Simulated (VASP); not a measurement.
Here is a VASP 6.6.1 calculation.

The input INCAR:

```
ALGO = Normal
EDIFF = 1E-6
ENCUT = 500
GGA = PE
GGA_COMPAT = False
ISIF = 2
ISMEAR = -1
LASPH = True
LCHARG = False
LREAL = False
LWAVE = False
NBANDS = 17
NELM = 120
PREC = Accurate
SIGMA = 0.02
```

Contents of KPOINTS:

```
k-points
0
Gamma
  2 2 2
```

POSCAR

```
SnTe
1.0
    0.0000000000      3.1893303407      3.1893303407
    3.1893303407      0.0000000000      3.1893303407
    3.1893303407      3.1893303407      0.0000000000
Sn Te
1 1
Direct
    0.0000000000      0.0000000000      0.0000000000
    0.5000000000      0.5000000000      0.5000000000
```

Potentials or basis: VASP PAW PBE potentials, release 64 (Sn_d, Te).

Run with:

```sh
$ cat potpaw_PBE.64/Sn_d/POTCAR potpaw_PBE.64/Te/POTCAR > POTCAR
$ mpirun -np 1 vasp_std > vasp.out
```

Q: Predict the pressure.

A: 4.3 GPa.

Q: What does it give for the band gap on the k mesh?

A: 0.06 eV, direct.

Caveat: the k points lie up to 0.85 Å⁻¹ apart; spin-orbit coupling is left out, which moves the levels of the heavy elements. A k mesh can miss the band edges.
